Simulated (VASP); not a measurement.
Here is a VASP 6.6.1 calculation.

Contents of INCAR:

```
SYSTEM = YF
PREC     = Accurate       ! precision mode
ENCUT    = 520            ! plane-wave cutoff, eV
EDIFF    = 1E-6           ! SCF threshold, eV
ISMEAR   = 0              ! smearing method
SIGMA    = 0.1            ! smearing width, eV
LREAL    = .FALSE.        ! projectors in reciprocal space
LASPH    = .TRUE.         ! aspherical terms in the spheres
NELM     = 150            ! most SCF steps
ALGO     = Normal         ! electronic algorithm
ISIF     = 2              ! what is computed and relaxed
LWAVE    = .FALSE.        ! write WAVECAR
LCHARG   = .FALSE.        ! write CHGCAR
ISPIN    = 2              ! spin polarisation
MAGMOM   = 0 1            ! initial moments
LORBIT   = 11             ! projections on sites
LMAXMIX  = 4              ! l up to which the mixer works
LDIPOL   = .TRUE.       
IDIPOL   = 3            
DIPOL    = 0.5 0.5 0.500
GGA      = PE             ! functional
NBANDS   = 20             ! bands
```

File KPOINTS:

```
regular mesh
0
G
  4 4 1
  0 0 0
```

POSCAR

```
YF
1.0
    5.4164490000      0.0000000000      0.0000000000
    0.0000000000      5.4164490000      0.0000000000
    0.0000000000      0.0000000000     14.0000000000
Y F
1 1
Direct
    0.5000000000      0.5000000000      0.5000000000
    0.0000000000      0.0000000000      0.5000000000
```

Potentials or basis: VASP PAW PBE potentials, release 64 (Y_sv, F).

Launch:

```console
$ cat potpaw_PBE.64/Y_sv/POTCAR potpaw_PBE.64/F/POTCAR > POTCAR
$ mpirun -np 1 vasp_std > vasp.out
```

(1) Predict the band gap on the k mesh.

(2) Estimate the net moment.

## Answers

(1) zero (filled and empty bands overlap).

(2) 0.00 μB per cell.
